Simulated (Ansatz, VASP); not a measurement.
**MgH2: VASP beside Ansatz**

The input POSCAR:

```
MgH2
1.0
    4.4395723756      0.0000000000      0.0000000000
    0.0000000000      4.4395723756      0.0000000000
    0.0000000000      0.0000000000      2.9662059824
Mg H
2 4
Direct
    0.0000000000      0.0000000000      0.0000000000
    0.5000000000      0.5000000000      0.5000000000
    0.3046815063      0.3046815063      0.0000000000
    0.1953184937      0.8046815063      0.5000000000
    0.8046815063      0.1953184937      0.5000000000
    0.6953184937      0.6953184937      0.0000000000
```

The input INCAR.step1:

```
PREC     = Accurate       # precision mode
ENCUT    = 520            # plane-wave cutoff, eV
ISMEAR   = 0              # smearing method
SIGMA    = 0.01           # smearing width, eV
LREAL    = F              # projectors in reciprocal space
LASPH    = T              # aspherical terms in the spheres
NELM     = 100            # most SCF steps
NBANDS   = 13             # bands
GGA      = PE             # functional
ALGO     = Normal         # electronic algorithm
EDIFF    = 1E-4           # SCF threshold, eV
LWAVE    = T              # write WAVECAR
LCHARG   = F              # write CHGCAR
```

INCAR.step2

```
PREC     = Accurate       # precision mode
ENCUT    = 520            # plane-wave cutoff, eV
EDIFF    = 1E-6           # SCF threshold, eV
ISMEAR   = 0              # smearing method
SIGMA    = 0.01           # smearing width, eV
LREAL    = F              # projectors in reciprocal space
LASPH    = T              # aspherical terms in the spheres
NELM     = 100            # most SCF steps
ALGO     = Normal         # electronic algorithm
ISIF     = 2              # what is computed and relaxed
LWAVE    = F              # write WAVECAR
LCHARG   = F              # write CHGCAR
METAGGA  = R2SCAN         # meta-GGA
LMIXTAU  = T            
NBANDS   = 13             # bands
ISTART   = 1
```

File KPOINTS:

```
regular mesh
0
Gamma
  6 6 8
```

Input for Ansatz:

```yaml
crystal:
  lattice:
    - [4.4395723756, 0.0, 0.0]
    - [0.0, 4.4395723756, 0.0]
    - [0.0, 0.0, 2.9662059824]
  atoms:
    - { symbol: Mg, position: [0.0, 0.0, 0.0] }
    - { symbol: Mg, position: [0.5, 0.5, 0.5] }
    - { symbol: H, position: [0.3046815063, 0.3046815063, 0.0] }
    - { symbol: H, position: [0.1953184937, 0.8046815063, 0.5] }
    - { symbol: H, position: [0.8046815063, 0.1953184937, 0.5] }
    - { symbol: H, position: [0.6953184937, 0.6953184937, 0.0] }
kpoints:
  mp_grid: { grid: [6, 6, 8] }
hamiltonian:
  xc: r2scan
scf:
  occupations: { method: fixed }
  n_extra_bands: 5
output:
  forces: true
  stress: true
  eigenvalues: true
```

Alike in both runs: task single point; functional r2SCAN; k mesh 6 × 6 × 8; no spin polarisation.

|  | VASP | Ansatz |
| --- | --- | --- |
| version | VASP 6.6.1 | Ansatz 0.2.0 |
| potentials or method | VASP PAW PBE potentials, release 64 (Mg, H) | plane waves, PAW |
| plane-wave cutoff (eV) | 520 | 500 |
| occupations | gaussian, width 0.01 eV | fixed |
| valence electrons in the cell | 8 | 24 |

Ansatz gave:

| Quantity | Value |
| --- | --- |
| gap on the k mesh at the Fermi level (eV) | 4.54 |
| pressure (GPa) | 1.7 |
| traceless stress, the component that is largest in VASP (GPa) | 0.42 |
| rms of the force components (eV/Å) | 0.006 |

**Question.** What did VASP give for the same quantities?

**Answer.** gap on the k mesh at the Fermi level (eV): 4.53; pressure (GPa): 1.3; traceless stress, the component that is largest in VASP (GPa): 0.34; rms of the force components (eV/Å): 0.005.

VASP's potentials were made for PBE, not for r2SCAN. Atom by atom the forces differ by 0.001 eV/Å (rms over components). VASP's potentials hold 8 valence electrons a cell and Ansatz's 24, so a difference there can come from the potentials and not from the codes.
